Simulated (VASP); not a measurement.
# Mg8Zn3O12 (a cell with a defect) in VASP: single point with PBEsol

Aim: the single point of Mg8Zn3O12 (a cell with a defect) with PBEsol.

All numbers are computed with VASP 6.6.1; they aren't measurements. Logs are shortened: lines on timing, memory, paths and dates and some standing lists are left out, and cuts for length are marked.

## 1. The cell of the first run

The cell holds a defect, 23 atoms: a = 5.994 Å, b = 5.994 Å, c = 7.307 Å, α = 90.00°, β = 90.00°, γ = 120.00°.

## 2. Single point, PBEsol

Input file INCAR:

```
SYSTEM = Mg8Zn3O12
PREC = Accurate ; ENCUT = 520
EDIFF = 1E-6 ; ISMEAR = 0
SIGMA = 0.05 ; LREAL = Auto
LASPH = .True. ; NELM = 100
ALGO = Normal ; ISIF = 2
LWAVE = .False. ; LCHARG = .True.
GGA = PS ; LELF = .True.
LVHAR = .True. ; NBANDS = 79
NELECT = 126.0
```

Input file KPOINTS:

```
Automatic mesh
0
Gamma
  6 6 4
  0 0 0
```

Input file POSCAR:

```
Mg8Zn3O12
1.0
    2.9968604837     -5.1907146209      0.0000000000
   -5.9937209673      0.0000000000      0.0000000000
    0.0000000000      0.0000000000     -7.3066930200
Mg Zn O
8 3 12
Direct
    0.1621437628      0.3348477926      0.3338482941
    0.6727040986      0.3348478084      0.3338482941
    0.1642303733      0.8284609082      0.3403218109
    0.6725910120      0.8451818917      0.3210749369
    0.3357695669      0.1715391077      0.6596781864
    0.8274090012      0.1548180746      0.6789250604
    0.3378561774      0.6651520565      0.6661517032
    0.8272959147      0.6651521578      0.6661517032
    0.2500000664      0.0000000534      0.9999999973
   -0.0367309733      0.4265381074      1.0014670084
    0.5367309135      0.5734617417      0.9985329861
    0.1744969751      0.3366323024      0.8251159565
    0.6621354189      0.3366323662      0.8251159565
    0.1604503543      0.8209006314      0.7950466763
    0.6617393270      0.8234786815      0.8065369633
    0.3395497785      0.1790994808      0.2049533210
    0.8382606862      0.1765212847      0.1934630340
    0.3255031577      0.6633676430      0.1748841776
    0.8378645943      0.6633676000      0.1748841776
    0.0000244668      0.5000490246      0.5039946238
    0.4999754734      0.4999509913      0.4960053734
   -0.0007455621      1.0000001146      0.4999999302
    0.5007456949      1.0000000030      0.4999999302
```

Potentials or basis: VASP PAW PBE potentials, release 64 (Mg, Zn, O).

The run is started by

```sh
$ cat potpaw_PBE.64/Mg/POTCAR potpaw_PBE.64/Zn/POTCAR potpaw_PBE.64/O/POTCAR > POTCAR
$ mpirun -np 1 vasp_std > vasp.out
```

OUTCAR:

```text
SYSTEM = Mg8Zn3O12
   PREC = Accurate
   ENCUT = 520
   EDIFF = 1E-6
   ISMEAR = 0
   LREAL = Auto
   LASPH = .True.
   NELM = 100
   ISIF = 2
   GGA = PS
   NELECT = 126.0

 ion  position               nearest neighbor table
   1  0.162  0.335  0.334-  17 1.97  16 1.97  18 2.06  20 2.11  21 2.12  22 2.12  10 2.88   2 2.93
                             4 2.94   3 2.95   5 2.95   7 2.97   3 3.04   2 3.06   4 3.06   6 3.06
   2  0.673  0.335  0.334-  17 1.97  16 1.97  19 2.06  20 2.11  21 2.12  23 2.12  10 2.88   1 2.93
                             4 2.94   3 2.95   5 2.95   8 2.97   3 3.04   1 3.06   4 3.06   6 3.06
   3  0.164  0.828  0.340-  16 2.07  19 2.08  18 2.08  20 2.08  22 2.10  23 2.10   9 2.64   5 2.94
                             2 2.95   1 2.95   8 2.95   7 2.95   4 3.00   4 3.00   1 3.04   2 3.04
   4  0.673  0.845  0.321-  17 1.96  18 2.10  19 2.10  22 2.14  23 2.14  21 2.20  11 2.75   1 2.94
                             2 2.94   3 3.00   3 3.00   2 3.06   1 3.06   8 3.06   7 3.06   6 3.07
   5  0.336  0.172  0.660-  14 2.07  12 2.08  13 2.08  21 2.08  22 2.10  23 2.10   9 2.64   3 2.94
                             7 2.95   8 2.95   1 2.95   2 2.95   6 3.00   6 3.00   8 3.04   7 3.04
   6  0.827  0.155  0.679-  15 1.96  13 2.10  12 2.10  23 2.14  22 2.14  20 2.20  10 2.75   8 2.94
                             7 2.94   5 3.00   5 3.00   7 3.06   8 3.06   2 3.06   1 3.06   4 3.07
   7  0.338  0.665  0.666-  15 1.97  14 1.97  12 2.06  21 2.11  20 2.12  23 2.12  11 2.88   8 2.93
                             6 2.94   5 2.95   3 2.95   1 2.97   5 3.04   8 3.06   6 3.06   4 3.06
   8  0.827  0.665  0.666-  15 1.97  14 1.97  13 2.06  21 2.11  20 2.12  22 2.12  11 2.88   7 2.93
                             6 2.94   5 2.95   3 2.95   2 2.97   5 3.04   7 3.06   6 3.06   4 3.06
   9  0.250  0.000  1.000-  14 1.76  16 1.76   5 2.64   3 2.64  11 2.98  10 2.98
  10  0.963  0.427  0.001-  17 1.91  13 2.06  12 2.06  19 2.29  18 2.29   6 2.75   2 2.88   1 2.88
                             9 2.98   7 3.14   8 3.14   3 3.24
  11  0.537  0.573  0.999-  15 1.91  18 2.06  19 2.06  13 2.29  12 2.29   4 2.75   8 2.88   7 2.88
                             9 2.98   2 3.14   1 3.14   5 3.24
  12  0.174  0.337  0.825-  10 2.06   7 2.06   5 2.08   6 2.10  11 2.29
  13  0.662  0.337  0.825-  10 2.06   8 2.06   5 2.08   6 2.10  11 2.29
  14  0.160  0.821  0.795-   9 1.76   7 1.97   8 1.97   5 2.07
  15  0.662  0.823  0.807-  11 1.91   6 1.96   8 1.97   7 1.97
  16  0.340  0.179  0.205-   9 1.76   2 1.97   1 1.97   3 2.07
  17  0.838  0.177  0.193-  10 1.91   4 1.96   1 1.97   2 1.97
  18  0.326  0.663  0.175-  11 2.06   1 2.06   3 2.08   4 2.10  10 2.29
  19  0.838  0.663  0.175-  11 2.06   2 2.06   3 2.08   4 2.10  10 2.29
  20  0.000  0.500  0.504-   3 2.08   2 2.11   1 2.11   8 2.12   7 2.12   6 2.20
  21  0.500  0.500  0.496-   5 2.08   7 2.11   8 2.11   1 2.12   2 2.12   4 2.20
  22  0.999  0.000  0.500-   3 2.10   5 2.10   1 2.12   8 2.12   4 2.14   6 2.14
  23  0.501  0.000  0.500-   3 2.10   5 2.10   2 2.12   7 2.12   4 2.14   6 2.14

  LATTYP: Found a hexagonal cell.
 ALAT       =     5.9937209673
 C/A-ratio  =     1.2190579207

  Lattice vectors:

 A1 = (   2.9968604837,  -5.1907146209,   0.0000000000)
 A2 = (  -5.9937209673,   0.0000000000,   0.0000000000)
 A3 = (   0.0000000000,   0.0000000000,  -7.3066930200)

Analysis of symmetry for initial positions (statically):
=====================================================================
 Subroutine PRICEL returns:
 Original cell was already a primitive cell.

 Routine SETGRP: Setting up the symmetry group for a
 hexagonal supercell.

 Subroutine GETGRP returns: Found  4 space group operations
 (whereof  2 operations were pure point group operations)
 out of a pool of 24 trial point group operations.

The static configuration has the point symmetry C_2 .
 The point group associated with its full space group is C_2h.

Analysis of symmetry for dynamics (positions and initial velocities):
=====================================================================
 Subroutine PRICEL returns:
 Original cell was already a primitive cell.

 Routine SETGRP: Setting up the symmetry group for a
 hexagonal supercell.

 Subroutine GETGRP returns: Found  4 space group operations
 (whereof  2 operations were pure point group operations)
 out of a pool of 24 trial point group operations.

The dynamic configuration has the point symmetry C_2 .
 The point group associated with its full space group is C_2h.

 Subroutine INISYM returns: Found  4 space group operations
 (whereof  2 operations are pure point group operations),
 and found     1 'primitive' translations

----------------------------------------------------------------------------------------

                                     Primitive cell

  volume of cell :     227.3236

  direct lattice vectors                    reciprocal lattice vectors
     2.996860484 -5.190714621  0.000000000     0.000000000 -0.192651701  0.000000000
    -5.993720967  0.000000000  0.000000000    -0.166841267 -0.096325850  0.000000000
     0.000000000  0.000000000 -7.306693020     0.000000000  0.000000000 -0.136860820

  length of vectors
     5.993720967  5.993720967  7.306693020     0.192651701  0.192651701  0.136860820

  position of ions in fractional coordinates (direct lattice)
     0.162143763  0.334847793  0.333848294
     0.672704099  0.334847808  0.333848294
     0.164230373  0.828460908  0.340321811
     0.672591012  0.845181892  0.321074937
     0.335769567  0.171539108  0.659678186
     0.827409001  0.154818075  0.678925060
[... 15 lines left out ...]
     0.999254438  0.000000115  0.499999930
     0.500745695  0.000000003  0.499999930

  ion indices of the primitive-cell ions
   primitive index   ion index
                 1           1
                 2           2
                 3           3
                 4           4
                 5           5
                 6           6
[... 15 lines left out ...]
                22          22
                23          23

----------------------------------------------------------------------------------------

 KPOINTS: Automatic mesh

Automatic generation of k-mesh.
 Grid dimensions read from file:
 generate k-points for:    6    6    4

 Generating k-lattice:

  Cartesian coordinates                     Fractional coordinates (reciprocal lattice)
     0.000000000 -0.032108617  0.000000000     0.166666667  0.000000000  0.000000000
    -0.027806878 -0.016054308  0.000000000    -0.000000000  0.166666667  0.000000000
     0.000000000  0.000000000 -0.034215205     0.000000000  0.000000000  0.250000000

  Length of vectors
     0.032108617  0.032108617  0.034215205

  Shift w.r.t. Gamma in fractional coordinates (k-lattice)
     0.000000000  0.000000000  0.000000000

 Subroutine IBZKPT returns following result:
 ===========================================

 Found     47 irreducible k-points:

 Following reciprocal coordinates:
            Coordinates               Weight
  0.000000  0.000000  0.000000      1.000000
  0.166667  0.000000  0.000000      4.000000
  0.000000  0.166667  0.000000      2.000000
  0.333333  0.000000  0.000000      4.000000
 -0.000000  0.333333  0.000000      2.000000
  0.500000  0.000000  0.000000      2.000000
[... 16 lines left out ...]
  0.500000  0.000000  0.250000      4.000000
  0.000000  0.500000  0.250000      2.000000
 [... further k-points ...]
   k-points           NKPTS =     47   k-points in BZ     NKDIM =     47   number of bands    NBANDS=     79
   number of dos      NEDOS =    301   number of ions     NIONS =     23
   total plane-waves  NPLWV = 124416
   dimension x,y,z NGX =    48 NGY =   48 NGZ =   54
   dimension x,y,z NGXF=    96 NGYF=   96 NGZF=  108
   ions per type =               8   3  12
   NGX,Y,Z   is equivalent  to a cutoff of  13.31, 13.31, 12.29 a.u.
   NGXF,Y,Z  is equivalent  to a cutoff of  26.63, 26.63, 24.57 a.u.
 SYSTEM =  Mg8Zn3O12
   PREC   = accura    normal or accurate (medium, high low for compatibility)
   ISTART =      0    job   : 0-new  1-cont  2-samecut
   ICHARG =      2    charge: 1-file 2-atom 10-const
   ISPIN  =      1    spin polarized calculation?
   LNONCOLLINEAR =      F non collinear calculations
   LSORBIT =      F    spin-orbit coupling
   LASPH  =      T    aspherical Exc in radial PAW
   ENCUT  =  520.0 eV  38.22 Ry    6.18 a.u.  11.14 11.14 13.59*2*pi/ulx,y,z
   NELM   =    100;   NELMIN=  2; NELMDL= -5     # of ELM steps
   EDIFF  = 0.1E-05   stopping-criterion for ELM
   LREAL  =      T    real-space projection
   EDIFFG = 0.1E-04   stopping-criterion for IOM
   NSW    =      0    number of steps for IOM
   IBRION =     -1    ionic relax: 0-MD 1-quasi-New 2-CG
   NFREE  =      0    steps in history (QN), initial steepest desc. (CG)
   ISIF   =      2    stress and relaxation
   ISYM   =      2    0-nonsym 1-usesym 2-fastsym
   POTIM  = 0.5000    time-step for ionic-motion
   TEBEG  =    0.0;   TEEND  =   0.0 temperature during run
   PSTRESS=    0.0 pullay stress
   NELECT =     126.0000    total number of electrons
   NUPDOWN=      -1.0000    fix difference up-down
   EMIN   =  10.00;   EMAX   =-10.00  energy-range for DOS
   EFERMI =   0.00;   METHOD = LEGACY
   ISMEAR =     0;   SIGMA  =   0.05  broadening in eV -4-tet -1-fermi 0-gaus
   EFERMI_NEDOS =   21; number of points for ismear=-14 and -15
   IALGO  =     38    algorithm
   IMIX   =      4    mixing-type and parameters
     AMIX     =   0.40;   BMIX     =  1.00
     AMIX_MAG =   1.60;   BMIX_MAG =  1.00
  volume/ion in A,a.u.               =       9.88        66.70
  Fermi-wavevector in a.u.,A,eV,Ry     =   1.344777  2.541259 24.605106  1.808424
  Thomas-Fermi vector in A             =   2.472743
   LORBIT       =      0    0 simple, 1 ext, 2 COOP (PROOUT), +10 PAW based schemes
   GGA     = PS    functional components
   LHFCALC =     F    Hartree Fock is set to
   AEXX    =    0.0000 exact exchange contribution
   IVDW    =     0    specifies the selected vdW correction
   LEPSILON=     F    determine dielectric tensor
   LRPA    =     F    only Hartree local field effects (RPA)
 non-spin polarized calculation
 Gauss-broadening in eV      SIGMA  =   0.05
  energy-cutoff  :      520.00
  volume of cell :      227.32
 maximum number of plane-waves:      6147
 NGX is ok and might be reduce to    48
   NGX = 23   NGY = 23   NGZ = 27

 number of electron     125.9999991 magnetization

 Free energy of the ion-electron system (eV)
  ---------------------------------------------------
  ext. energy  EPLUGINS =         0.00000000
  ---------------------------------------------------
  free energy    TOTEN  =      -125.37098847 eV

  energy without entropy =     -125.37098847  energy(sigma->0) =     -125.37098847

 E-fermi :   2.8276     XC(G=0): -11.4429

 val. band max:        2.5590468827   @ k =   0.1667   0.1667   0.0000
 cond. band min:       5.9354677660   @ k =   0.0000   0.0000   0.0000
 fundamental gap:      3.3764208833
 Fermi energy:         2.8275590610

 k-point     1 :       0.0000    0.0000    0.0000
  band No.  band energies     occupation
      1     -15.2811      2.00000
      2     -14.4922      2.00000
      3     -14.3315      2.00000
      4     -13.9148      2.00000
      5     -13.8686      2.00000
      6     -13.7448      2.00000
[... 67 lines left out ...]
     74      11.2575      0.00000
     75      11.2908      0.00000
[... 1792 lines left out ...]
     74      12.1474      0.00000
     75      12.3382      0.00000

 [... further k-points ...]

 [bands above 75 left out]

------------------------ aborting loop because EDIFF is reached ----------------------------------------

  FORCE on cell =-STRESS in cart. coord.  units (eV):
  Direction    XX          YY          ZZ          XY          YZ          ZX
  --------------------------------------------------------------------------------------
  -------------------------------------------------------------------------------------
  Total       18.2971400     16.5992870     27.3613346      1.4703838      0.7011326      1.2143970
  in kB      128.9582876    116.9918155    192.8427539     10.3632689      4.9415843      8.5590730
  external PRESSURE =     146.2642857 kB  Pullay stress =       0.0000000 kB

 VOLUME and BASIS-vectors are now :
 -----------------------------------------------------------------------------
  energy-cutoff  :      520.00
  volume of cell :      227.32
      direct lattice vectors                 reciprocal lattice vectors
     2.996860484 -5.190714621  0.000000000     0.000000000 -0.192651701  0.000000000
    -5.993720967  0.000000000  0.000000000    -0.166841267 -0.096325850  0.000000000
     0.000000000  0.000000000 -7.306693020     0.000000000  0.000000000 -0.136860820

 POSITION                                       TOTAL-FORCE (eV/Angst)
 -----------------------------------------------------------------------------------
     -1.52106     -0.84164     -2.43933         0.025689     -0.027370      0.005653
      0.00902     -3.49182     -2.43933        -0.010859      0.035932      0.005653
     -4.47339     -0.85247     -2.48663        -0.028859     -0.016662      0.007630
     -3.05012     -3.49123     -2.34600         0.011691      0.006750      0.000570
     -0.02190     -1.74288     -4.82007         0.028859      0.016662     -0.007630
      1.55169     -4.29484     -4.96070        -0.011691     -0.006750     -0.000570
[... 15 lines left out ...]
      2.99463     -5.18684     -3.65335        -0.008369      0.014496      0.000000
      1.50066     -2.59923     -3.65335         0.008369     -0.014496      0.000000
 -----------------------------------------------------------------------------------
    total drift:                               -0.000509     -0.001940      0.001096

  FREE ENERGIE OF THE ION-ELECTRON SYSTEM (eV)
  ---------------------------------------------------
  free  energy   TOTEN  =      -125.3709884672 eV

  energy  without entropy=     -125.3709884672  energy(sigma->0) =     -125.37098847
```

Wall time 55 min (1 thread of Oxide Virtual Turin-like, shared host); peak memory 0.64 GiB.

What came out:

| Property | Result |
| --- | --- |
| Free energy | -125.3710 eV |
| Largest force | 0.187 eV/Å |

Forces on the atoms (eV/Å):
```
Mg   0.026 -0.027  0.006
Mg  -0.011  0.036  0.006
Mg  -0.029 -0.017  0.008
Mg   0.012  0.007  0.001
Mg   0.029  0.017 -0.008
Mg  -0.012 -0.007 -0.001
Mg  -0.026  0.027 -0.006
Mg   0.011 -0.036 -0.006
Zn   0.000  0.000  0.000
Zn  -0.052 -0.030  0.034
Zn   0.052  0.030 -0.034
O    0.000  0.005  0.069
O    0.005 -0.002  0.069
O    0.095  0.055  0.151
O   -0.055 -0.032  0.087
O   -0.095 -0.055 -0.151
O    0.055  0.032 -0.087
O    0.000 -0.005 -0.069
O   -0.005  0.002 -0.069
O    0.018  0.011 -0.013
O   -0.018 -0.011  0.013
O   -0.008  0.014  0.000
O    0.008 -0.014  0.000
```

Caveat: the cell carries a net charge on a neutralising background, which shifts energy and pressure; the cell is charged against a uniform background, so pressure and absolute levels hang on convention; the PAW data sets were made with another functional, which shifts forces and pressure a little.
